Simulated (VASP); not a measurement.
# KMgF3 (P4/mmm) in VASP: further runs

Runs on KMgF3. Level: PBEsol. Tasks: single point.

All numbers are computed with VASP 6.6.1; they aren't measurements. Logs are shortened: lines on timing, memory, paths and dates and some standing lists are left out, and cuts for length are marked.

## 1. The cell of the first run

Symmetry: P4/mmm, No. 123, tetragonal system. Conventional cell: a = 4.111 Å, b = 4.111 Å, c = 3.929 Å, α = 90.00°, β = 90.00°, γ = 90.00°. Within 3.7 Å of K (site symmetry 4/mmm) lie 12 F at 2.84 to 2.91 Å and 8 Mg at 3.51 Å. Within 2.6 Å of Mg (site symmetry 4/mmm) lie 6 F at 1.96 to 2.06 Å. F (site symmetry mmm) has 2 Mg at 2.06 Å within 2.7 Å. Within 2.6 Å of F (site symmetry 4/mmm) lie 2 Mg at 1.96 Å.

## 2. Single point, PBEsol (biaxial strain in the a-b plane: +3.0 %, then relaxed in part)

INCAR

```
ALGO     = Normal         # electronic algorithm
EDIFF    = 1E-7           # SCF threshold, eV
ENCUT    = 520            # plane-wave cutoff, eV
GGA      = PS             # functional
ISIF     = 2              # what is computed and relaxed
ISMEAR   = 0              # smearing method
LASPH    = True           # aspherical terms in the spheres
LCHARG   = False          # write CHGCAR
LREAL    = False          # projectors in reciprocal space
LWAVE    = False          # write WAVECAR
NBANDS   = 24             # bands
NELM     = 80             # most SCF steps
PREC     = Accurate       # precision mode
SIGMA    = 0.02           # smearing width, eV
```

KPOINTS

```
k-points
0
Gamma
  6 6 6
```

POSCAR

```
KMgF3
1.0
    4.1109913912      0.0000000000      0.0000000000
    0.0000000000      4.1109913912      0.0000000000
    0.0000000000      0.0000000000      3.9290195968
K Mg F
1 1 3
Direct
    0.5000000000      0.5000000000      0.5000000000
    0.0000000000      0.0000000000      0.0000000000
    0.0000000000      0.5000000000      0.0000000000
    0.0000000000      0.0000000000      0.5000000000
    0.5000000000      0.0000000000      0.0000000000
```

Potentials or basis: VASP PAW PBE potentials, release 64 (K_sv, Mg, F).

Launch:

```console
> cat potpaw_PBE.64/K_sv/POTCAR potpaw_PBE.64/Mg/POTCAR potpaw_PBE.64/F/POTCAR > POTCAR
> mpirun -np 1 vasp_std > vasp.out
```

OUTCAR:

```text
EDIFF = 1E-7
   ENCUT = 520
   GGA = PS
   ISIF = 2
   ISMEAR = 0
   LASPH = True
   LREAL = False
   NELM = 80
   PREC = Accurate

 ion  position               nearest neighbor table
   1  0.500  0.500  0.500-   3 2.84   5 2.84   3 2.84   5 2.84   5 2.84   5 2.84   3 2.84   3 2.84
                             2 3.51   2 3.51   2 3.51   2 3.51   2 3.51   2 3.51   2 3.51   2 3.51
   2  0.000  0.000  0.000-   4 1.96   4 1.96   5 2.06   3 2.06   3 2.06   5 2.06   1 3.51   1 3.51
                             1 3.51   1 3.51   1 3.51   1 3.51   1 3.51   1 3.51
   3  0.000  0.500  0.000-   2 2.06   2 2.06   1 2.84   1 2.84   1 2.84   1 2.84
   4  0.000  0.000  0.500-   2 1.96   2 1.96
   5  0.500  0.000  0.000-   2 2.06   2 2.06   1 2.84   1 2.84   1 2.84   1 2.84

  LATTYP: Found a simple tetragonal cell.
 ALAT       =     4.1109913912
 C/A-ratio  =     0.9557353015

  Lattice vectors:

 A1 = (   4.1109913912,   0.0000000000,   0.0000000000)
 A2 = (   0.0000000000,   4.1109913912,   0.0000000000)
 A3 = (   0.0000000000,   0.0000000000,   3.9290195968)

Analysis of symmetry for initial positions (statically):
=====================================================================
 Subroutine PRICEL returns:
 Original cell was already a primitive cell.

 Routine SETGRP: Setting up the symmetry group for a
 simple tetragonal supercell.

 Subroutine GETGRP returns: Found 16 space group operations
 (whereof 16 operations were pure point group operations)
 out of a pool of 16 trial point group operations.

The static configuration has the point symmetry D_4h.

Analysis of symmetry for dynamics (positions and initial velocities):
=====================================================================
 Subroutine PRICEL returns:
 Original cell was already a primitive cell.

 Routine SETGRP: Setting up the symmetry group for a
 simple tetragonal supercell.

 Subroutine GETGRP returns: Found 16 space group operations
 (whereof 16 operations were pure point group operations)
 out of a pool of 16 trial point group operations.

The dynamic configuration has the point symmetry D_4h.

 Subroutine INISYM returns: Found 16 space group operations
 (whereof 16 operations are pure point group operations),
 and found     1 'primitive' translations

----------------------------------------------------------------------------------------

                                     Primitive cell

  volume of cell :      66.4014

  direct lattice vectors                    reciprocal lattice vectors
     4.110991391  0.000000000  0.000000000     0.243250327  0.000000000  0.000000000
     0.000000000  4.110991391  0.000000000     0.000000000  0.243250327  0.000000000
     0.000000000  0.000000000  3.929019597     0.000000000  0.000000000  0.254516420

  length of vectors
     4.110991391  4.110991391  3.929019597     0.243250327  0.243250327  0.254516420

  position of ions in fractional coordinates (direct lattice)
     0.500000000  0.500000000  0.500000000
     0.000000000  0.000000000  0.000000000
     0.000000000  0.500000000  0.000000000
     0.000000000  0.000000000  0.500000000
     0.500000000  0.000000000  0.000000000

  ion indices of the primitive-cell ions
   primitive index   ion index
                 1           1
                 2           2
                 3           3
                 4           4
                 5           5

----------------------------------------------------------------------------------------

 KPOINTS: k-points

Automatic generation of k-mesh.
 Grid dimensions read from file:
 generate k-points for:    6    6    6

 Generating k-lattice:

  Cartesian coordinates                     Fractional coordinates (reciprocal lattice)
     0.040541721  0.000000000  0.000000000     0.166666667  0.000000000  0.000000000
     0.000000000  0.040541721  0.000000000     0.000000000  0.166666667  0.000000000
     0.000000000  0.000000000  0.042419403     0.000000000  0.000000000  0.166666667

  Length of vectors
     0.040541721  0.040541721  0.042419403

  Shift w.r.t. Gamma in fractional coordinates (k-lattice)
     0.000000000  0.000000000  0.000000000

 Subroutine IBZKPT returns following result:
 ===========================================

 Found     40 irreducible k-points:

 Following reciprocal coordinates:
            Coordinates               Weight
  0.000000  0.000000  0.000000      1.000000
  0.166667  0.000000  0.000000      4.000000
  0.333333  0.000000  0.000000      4.000000
  0.500000  0.000000  0.000000      2.000000
  0.166667  0.166667  0.000000      4.000000
  0.333333  0.166667  0.000000      8.000000
[... 16 lines left out ...]
  0.333333  0.000000  0.333333      8.000000
  0.500000  0.000000  0.333333      4.000000
 [... further k-points ...]
   k-points           NKPTS =     40   k-points in BZ     NKDIM =     40   number of bands    NBANDS=     24
   number of dos      NEDOS =    301   number of ions     NIONS =      5
   total plane-waves  NPLWV =  30720
   dimension x,y,z NGX =    32 NGY =   32 NGZ =   30
   dimension x,y,z NGXF=    64 NGYF=   64 NGZF=   60
   ions per type =               1   1   3
   NGX,Y,Z   is equivalent  to a cutoff of  12.94, 12.94, 12.69 a.u.
   NGXF,Y,Z  is equivalent  to a cutoff of  25.88, 25.88, 25.39 a.u.
 SYSTEM =  unknown system
   PREC   = accura    normal or accurate (medium, high low for compatibility)
   ISTART =      0    job   : 0-new  1-cont  2-samecut
   ICHARG =      2    charge: 1-file 2-atom 10-const
   ISPIN  =      1    spin polarized calculation?
   LNONCOLLINEAR =      F non collinear calculations
   LSORBIT =      F    spin-orbit coupling
   LASPH  =      T    aspherical Exc in radial PAW
   ENCUT  =  520.0 eV  38.22 Ry    6.18 a.u.   7.64  7.64  7.31*2*pi/ulx,y,z
   NELM   =     80;   NELMIN=  2; NELMDL= -5     # of ELM steps
   EDIFF  = 0.1E-06   stopping-criterion for ELM
   LREAL  =      F    real-space projection
   EDIFFG = 0.1E-05   stopping-criterion for IOM
   NSW    =      0    number of steps for IOM
   IBRION =     -1    ionic relax: 0-MD 1-quasi-New 2-CG
   NFREE  =      0    steps in history (QN), initial steepest desc. (CG)
   ISIF   =      2    stress and relaxation
   ISYM   =      2    0-nonsym 1-usesym 2-fastsym
   POTIM  = 0.5000    time-step for ionic-motion
   TEBEG  =    0.0;   TEEND  =   0.0 temperature during run
   PSTRESS=    0.0 pullay stress
   NELECT =      32.0000    total number of electrons
   NUPDOWN=      -1.0000    fix difference up-down
   EMIN   =  10.00;   EMAX   =-10.00  energy-range for DOS
   EFERMI =   0.00;   METHOD = LEGACY
   ISMEAR =     0;   SIGMA  =   0.02  broadening in eV -4-tet -1-fermi 0-gaus
   EFERMI_NEDOS =   21; number of points for ismear=-14 and -15
   IALGO  =     38    algorithm
   IMIX   =      4    mixing-type and parameters
     AMIX     =   0.40;   BMIX     =  1.00
     AMIX_MAG =   1.60;   BMIX_MAG =  1.00
  volume/ion in A,a.u.               =      13.28        89.62
  Fermi-wavevector in a.u.,A,eV,Ry     =   1.283509  2.425481 22.414188  1.647396
  Thomas-Fermi vector in A             =   2.415758
   LORBIT       =      0    0 simple, 1 ext, 2 COOP (PROOUT), +10 PAW based schemes
   GGA     = PS    functional components
   LHFCALC =     F    Hartree Fock is set to
   AEXX    =    0.0000 exact exchange contribution
   IVDW    =     0    specifies the selected vdW correction
   LEPSILON=     F    determine dielectric tensor
   LRPA    =     F    only Hartree local field effects (RPA)
 non-spin polarized calculation
 Gauss-broadening in eV      SIGMA  =   0.02
  energy-cutoff  :      520.00
  volume of cell :       66.40
 maximum number of plane-waves:      1809
 NGX is ok and might be reduce to    32
   NGX = 15   NGY = 15   NGZ = 15

 number of electron      32.0000015 magnetization

 Free energy of the ion-electron system (eV)
  ---------------------------------------------------
  ext. energy  EPLUGINS =         0.00000000
  ---------------------------------------------------
  free energy    TOTEN  =       -25.21223945 eV

  energy without entropy =      -25.21223945  energy(sigma->0) =      -25.21223945

 E-fermi :  -1.7537     XC(G=0):  -9.6998

 val. band max:       -1.9275908601   @ k =   0.5000   0.5000   0.5000
 cond. band min:       4.8441940152   @ k =   0.0000   0.0000   0.0000
 fundamental gap:      6.7717848753
 Fermi energy:        -1.7536652622

 k-point     1 :       0.0000    0.0000    0.0000
  band No.  band energies     occupation
      1     -27.5115      2.00000
      2     -21.8644      2.00000
      3     -21.2504      2.00000
      4     -21.1516      2.00000
      5     -11.0810      2.00000
      6     -11.0810      2.00000
[... 16 lines left out ...]
     23      11.4109      0.00000
     24      13.9603      0.00000

 k-point     2 :       0.1667    0.0000    0.0000
  band No.  band energies     occupation
      1     -27.5064      2.00000
      2     -21.8438      2.00000
      3     -21.2546      2.00000
      4     -21.1736      2.00000
      5     -11.0751      2.00000
      6     -11.0704      2.00000
[... 16 lines left out ...]
     23      11.3857      0.00000
     24      13.9554      0.00000

 k-point     3 :       0.3333    0.0000    0.0000
  band No.  band energies     occupation
      1     -27.4963      2.00000
      2     -21.7956      2.00000
      3     -21.2801      2.00000
      4     -21.2053      2.00000
      5     -11.0633      2.00000
      6     -11.0489      2.00000
[... 16 lines left out ...]
     23      11.4066      0.00000
     24      13.6804      0.00000
[... 514 lines left out ...]
 k-point    23 :       0.3333    0.0000    0.3333
  band No.  band energies     occupation
      1     -27.4789      2.00000
      2     -21.6556      2.00000
      3     -21.3686      2.00000
      4     -21.2272      2.00000
      5     -11.1285      2.00000
      6     -11.0806      2.00000
[... 16 lines left out ...]
     23      11.8757      0.00000
     24      12.4688      0.00000

 k-point    24 :       0.5000    0.0000    0.3333
  band No.  band energies     occupation
      1     -27.4750      2.00000
      2     -21.6361      2.00000
      3     -21.3164      2.00000
      4     -21.2945      2.00000
      5     -11.1250      2.00000
      6     -11.1178      2.00000
[... 16 lines left out ...]
     23      11.8789      0.00000
     24      12.7029      0.00000

 [... further k-points ...]

------------------------ aborting loop because EDIFF is reached ----------------------------------------

  FORCE on cell =-STRESS in cart. coord.  units (eV):
  Direction    XX          YY          ZZ          XY          YZ          ZX
  --------------------------------------------------------------------------------------
  -------------------------------------------------------------------------------------
  Total       -1.7978535     -1.7978535     -0.1657928      0.0000000      0.0000000      0.0000000
  in kB      -43.3798016    -43.3798016     -4.0003583      0.0000000      0.0000000      0.0000000
  external PRESSURE =     -30.2533205 kB  Pullay stress =       0.0000000 kB

 VOLUME and BASIS-vectors are now :
 -----------------------------------------------------------------------------
  energy-cutoff  :      520.00
  volume of cell :       66.40
      direct lattice vectors                 reciprocal lattice vectors
     4.110991391  0.000000000  0.000000000     0.243250327  0.000000000  0.000000000
     0.000000000  4.110991391  0.000000000     0.000000000  0.243250327  0.000000000
     0.000000000  0.000000000  3.929019597     0.000000000  0.000000000  0.254516420

 POSITION                                       TOTAL-FORCE (eV/Angst)
 -----------------------------------------------------------------------------------
      2.05550      2.05550      1.96451         0.000000      0.000000      0.000000
      0.00000      0.00000      0.00000         0.000000      0.000000      0.000000
      0.00000      2.05550      0.00000         0.000000      0.000000      0.000000
      0.00000      0.00000      1.96451         0.000000      0.000000      0.000000
      2.05550      0.00000      0.00000         0.000000      0.000000      0.000000
 -----------------------------------------------------------------------------------
    total drift:                                0.000000      0.000000     -0.000000

  FREE ENERGIE OF THE ION-ELECTRON SYSTEM (eV)
  ---------------------------------------------------
  free  energy   TOTEN  =       -25.2122394466 eV

  energy  without entropy=      -25.2122394466  energy(sigma->0) =      -25.21223945
```

Run time: 45 s. Hardware: 1 thread of Intel Xeon Platinum 8488C (Sapphire Rapids), shared host; peak memory 0.21 GiB.

Results:

```
Free energy            : -25.2122 eV
Pressure               : -3.0 GPa
Band gap on the k mesh : 6.77 eV, indirect (least direct gap 7.09 eV)
```

Caveat: the cell differs from its parent crystal (biaxial strain in the a-b plane: +3.0 %, then relaxed in part); the PAW data sets were made with another functional, which shifts forces and pressure a little. A k mesh can miss the band edges.

## 3. Single point, PBEsol (biaxial strain in the a-b plane: +3.0 %)

INCAR

```
SYSTEM = KMgF3
  ALGO = Normal
  EDIFF = 1E-6
  ENCUT = 520
  GGA = PS
  ISIF = 2
  ISMEAR = 0
  LASPH = .True.
  LCHARG = .True.
  LELF = .True.
  LREAL = .False.
  LVHAR = .True.
  LWAVE = .False.
  NBANDS = 24
  NELM = 100
  PREC = Accurate
  SIGMA = 0.02
```

KPOINTS

```
k-points
0
Gamma
  6 6 6
  0 0 0
```

Changes to POSCAR since step 2:

```diff
@@ -4,3 +4,3 @@
     0.0000000000      4.1109913912      0.0000000000
-    0.0000000000      0.0000000000      3.9290195968
+    0.0000000000      0.0000000000      3.9194112098
 K Mg F
```

Potentials or basis: VASP PAW PBE potentials, release 64 (K_sv, Mg, F).

Launch:

```console
> cat potpaw_PBE.64/K_sv/POTCAR potpaw_PBE.64/Mg/POTCAR potpaw_PBE.64/F/POTCAR > POTCAR
> mpirun -np 1 vasp_std > vasp.out
```

OUTCAR:

```text
SYSTEM = KMgF3
   EDIFF = 1E-6
   ENCUT = 520
   GGA = PS
   ISIF = 2
   ISMEAR = 0
   LASPH = .True.
   LREAL = .False.
   NELM = 100
   PREC = Accurate

 ion  position               nearest neighbor table
   1  0.500  0.500  0.500-   3 2.84   5 2.84   3 2.84   5 2.84   5 2.84   5 2.84   3 2.84   3 2.84
                             2 3.51   2 3.51   2 3.51   2 3.51   2 3.51   2 3.51   2 3.51   2 3.51
   2  0.000  0.000  0.000-   4 1.96   4 1.96   5 2.06   3 2.06   3 2.06   5 2.06   1 3.51   1 3.51
[... 858 lines left out ...]
  -------------------------------------------------------------------------------------
  Total       -1.7600224     -1.7600224     -0.0158821      0.0000000      0.0000000      0.0000000
  in kB      -42.5710942    -42.5710942     -0.3841536      0.0000000      0.0000000      0.0000000
  external PRESSURE =     -28.5087807 kB  Pullay stress =       0.0000000 kB

 VOLUME and BASIS-vectors are now :
 -----------------------------------------------------------------------------
  energy-cutoff  :      520.00
  volume of cell :       66.24
      direct lattice vectors                 reciprocal lattice vectors
     4.110991391  0.000000000  0.000000000     0.243250327  0.000000000  0.000000000
     0.000000000  4.110991391  0.000000000     0.000000000  0.243250327  0.000000000
     0.000000000  0.000000000  3.919411210     0.000000000  0.000000000  0.255140363

 POSITION                                       TOTAL-FORCE (eV/Angst)
 -----------------------------------------------------------------------------------
      2.05550      2.05550      1.95971         0.000000      0.000000      0.000000
      0.00000      0.00000      0.00000         0.000000      0.000000      0.000000
      0.00000      2.05550      0.00000         0.000000      0.000000      0.000000
      0.00000      0.00000      1.95971         0.000000      0.000000      0.000000
      2.05550      0.00000      0.00000         0.000000      0.000000      0.000000
 -----------------------------------------------------------------------------------
    total drift:                                0.000000      0.000000     -0.000000

  FREE ENERGIE OF THE ION-ELECTRON SYSTEM (eV)
  ---------------------------------------------------
  free  energy   TOTEN  =       -25.2121670687 eV

  energy  without entropy=      -25.2121670687  energy(sigma->0) =      -25.21216707
```

It took 42 s on 1 thread of Intel Xeon Platinum 8488C (Sapphire Rapids), shared host; peak memory 0.21 GiB.

What came out:

```yaml
Free_energy: -25.2122 eV
Pressure: -2.9 GPa
Band_gap_on_the_k_mesh: 6.79 eV, indirect (least direct gap 7.11 eV)
```

Caveat: the cell differs from its parent crystal (biaxial strain in the a-b plane: +3.0 %); the PAW data sets were made with another functional, which shifts forces and pressure a little.

## 4. Single point, PBEsol

INCAR

```
SYSTEM = KMgF3
PREC     = Accurate       ! precision mode
ENCUT    = 520            ! plane-wave cutoff, eV
EDIFF    = 1E-7           ! SCF threshold, eV
ISMEAR   = 0              ! smearing method
SIGMA    = 0.02           ! smearing width, eV
LREAL    = .FALSE.        ! projectors in reciprocal space
LASPH    = .TRUE.         ! aspherical terms in the spheres
NELM     = 80             ! most SCF steps
ALGO     = Normal         ! electronic algorithm
ISIF     = 2              ! what is computed and relaxed
LWAVE    = .FALSE.        ! write WAVECAR
LCHARG   = .TRUE.         ! write CHGCAR
GGA      = PS             ! functional
LELF     = .TRUE.         ! ELF
LVHAR    = .TRUE.       
NBANDS   = 24             ! bands
```

KPOINTS

```
regular mesh
0
G
  6 6 6
  0 0 0
```

Changes to POSCAR since step 3:

```diff
@@ -4,3 +4,3 @@
     0.0000000000      4.1109913912      0.0000000000
-    0.0000000000      0.0000000000      3.9194112098
+    0.0000000000      0.0000000000      3.9290195968
 K Mg F
```

Launch:

```console
> cat potpaw_PBE.64/K_sv/POTCAR potpaw_PBE.64/Mg/POTCAR potpaw_PBE.64/F/POTCAR > POTCAR
> mpirun -np 1 vasp_std > vasp.out
```

Run time: 45 s. Hardware: 1 thread of Intel Xeon Platinum 8488C (Sapphire Rapids), shared host; peak memory 0.21 GiB.

It converged, with:

- Free energy: -25.2122 eV
- Pressure: -3.0 GPa
- Band gap on the k mesh: 6.77 eV, indirect (least direct gap 7.09 eV)

Stress tensor (GPa, compression positive):
```
-4.34  0.00  0.00
 0.00 -4.34  0.00
 0.00  0.00 -0.40
```

Levels at points of the mesh, in eV from the valence-band top:
```tsv
k point	band 13	band 14	band 15	band 16	band 17	band 18	band 19	band 20
(0.00, 0.00, 0.00)	-0.52	-0.33	-0.33	-0.32	6.77	9.79	9.97	11.80
(0.50, 0.00, 0.00)	-0.77	-0.73	-0.52	-0.50	9.59	9.77	10.78	12.32
(0.50, 0.50, 0.00)	-1.03	-0.88	-0.88	-0.05	10.48	11.17	11.88	11.88
(0.00, 0.00, 0.50)	-0.99	-0.80	-0.51	-0.51	9.79	9.87	11.09	12.47
(0.50, 0.00, 0.50)	-0.96	-0.80	-0.80	-0.02	10.52	11.42	11.99	12.12
(0.50, 0.50, 0.50)	-1.03	-0.02	0.00	0.00	10.10	10.10	10.13	13.26
```

Caveat: the PAW data sets were made with another functional, which shifts forces and pressure a little.
